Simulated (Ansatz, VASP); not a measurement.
Two plane-wave programs on Ta2C

```
CELL_PARAMETERS angstrom
3.10590 0.00000 0.00000
-1.55295 2.68979 0.00000
0.00000 0.00000 4.94640
ATOMIC_POSITIONS crystal
Ta 0.33333 0.66667 0.25201
Ta 0.66667 0.33333 0.74799
C 0.00000 0.00000 0.00000
```

Alike in both runs: task single point; functional r2SCAN; k mesh 21 × 21 × 12; occupations gaussian, width 0.1 eV; no spin polarisation.

```csv
,VASP,Ansatz
version,VASP 6.6.1,Ansatz 0.2.0
potentials or method,"VASP PAW PBE potentials, release 64 (Ta_pv, C), cutoff 520 eV","scalar-relativistic, plane waves, PAW"
valence electrons in the cell,26,30
```

|  | VASP | Ansatz | Ansatz less VASP |
| --- | --- | --- | --- |
| gap on the k mesh at the Fermi level (eV) | none | none | - |
| pressure (GPa) | 1.9 | 1.0 | -0.87 |
| traceless stress, the component that is largest in VASP (GPa) | -0.42 | -0.39 | +0.038 |
| rms of the force components (eV/Å) | 0.137 | 0.115 | -0.0215 |

VASP's potentials were made for PBE, not for r2SCAN. Atom by atom the forces differ by 0.022 eV/Å (rms over components). A gap of «none» marks a metal or a gap that the smearing closes. VASP's potentials hold 26 valence electrons a cell and Ansatz's 30, so a difference there can come from the potentials and not from the codes.

Neither program's run includes spin-orbit coupling.
